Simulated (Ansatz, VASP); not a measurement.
## Na2S in VASP and in Ansatz

```
CELL_PARAMETERS angstrom
0.00000 3.25543 3.25543
3.25543 0.00000 3.25543
3.25543 3.25543 0.00000
ATOMIC_POSITIONS crystal
S 0.00000 0.00000 0.00000
Na 0.25000 0.25000 0.25000
Na 0.75000 0.75000 0.75000
```

Alike in both runs: task single point; functional HSE06; k mesh 4 × 4 × 4; no spin polarisation.

|  | VASP | Ansatz |
| --- | --- | --- |
| version | VASP 6.6.1 | Ansatz 0.2.0 |
| potentials or method | VASP PAW PBE potentials, release 64 (S, Na_pv) | plane waves |
| plane-wave cutoff (eV) | 400 | 420 |
| occupations | gaussian, width 0.01 eV | fixed |
| valence electrons in the cell | 20 | 24 |

```csv
,VASP,Ansatz,Ansatz less VASP
gap on the k mesh at the Fermi level (eV),3.52,3.53,+0.011
pressure (GPa),0.0,0.2,+0.16
```

VASP's potentials hold 20 valence electrons a cell and Ansatz's 24, so a difference there can come from the potentials and not from the codes. Ansatz's warnings: stress exchange threshold loose, stress scf threshold loose.
